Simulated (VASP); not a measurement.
Runs of VASP 6.6.1 on W. The structure is that of space group R-3m (No. 166), or close to it. The cells are those of the table. 

```tsv
cell	further INCAR settings	gap on the mesh (eV)	pressure (GPa)
a = 2.727 Å, angles 111.3°, 1 atom	ALGO = Fast; EDIFF = 1e-07; NBANDS = 13	none	31.0
a = 2.627 Å, angles 107.4°, 1 atom	ALGO = Fast; EDIFF = 1e-06; NBANDS = 13	none	16.8
a = 2.600 Å, angles 107.4°, 1 atom	ALGO = Fast; EDIFF = 1e-07; NBANDS = 13	none	(a)
a = 2.754 Å, angles 111.3°, 1 atom	ALGO = Fast; EDIFF = 1e-06; NBANDS = 13	none	18.0
```

Alike in all rows: task single point; level LDA; potentials or basis VASP PAW LDA potentials, release 64 (W_sv); no spin polarisation; k mesh 20 × 20 × 20; cutoff (eV) 520; smearing gaussian 0.15 eV.

Question: Estimate the missing entries.

Answer: (a) 29.7.

Caveats: the cell stands under pressure; spin-orbit coupling is left out, which moves the levels of the heavy elements.

A k mesh can miss the band edges, and the runs leave out spin-orbit coupling on W.

A gap of «none» marks levels without a gap at the run's occupations.
